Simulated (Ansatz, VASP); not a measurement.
# SiO2: VASP beside Ansatz

```
Si O
1.0
     4.14060    0.00000    0.00000
     0.00000    4.14060    0.00000
     0.00000    0.00000    2.44770
Si O
2 4
Direct
  0.50000 0.50000 0.50000
  0.00000 0.00000 0.00000
  0.69301 0.69301 0.00000
  0.19301 0.80699 0.50000
  0.30699 0.30699 0.00000
  0.80699 0.19301 0.50000
```

Alike in both runs: task single point; functional PBE; k mesh 6 × 6 × 8; occupations gaussian, width 0.05 eV; no spin polarisation.

|  | VASP | Ansatz |
| --- | --- | --- |
| version | VASP 6.6.1 | Ansatz 0.2.0 |
| potentials or method | VASP PAW PBE potentials, release 64 (Si, O), cutoff 520 eV | scalar-relativistic, plane waves, PAW |
| valence electrons in the cell | 32 | 32 |

|  | VASP | Ansatz | Ansatz less VASP |
| --- | --- | --- | --- |
| gap on the k mesh at the Fermi level (eV) | 7.82 | 7.83 | +0.018 |
| least direct gap on the mesh (eV) | 7.82 | 7.83 | +0.018 |
| rms of the force components (eV/Å) | 0.519 | 0.493 | -0.0266 |

Atom by atom the forces differ by 0.027 eV/Å (rms over components). The functional is the same, so the differences come from potentials, cutoffs and numerics.
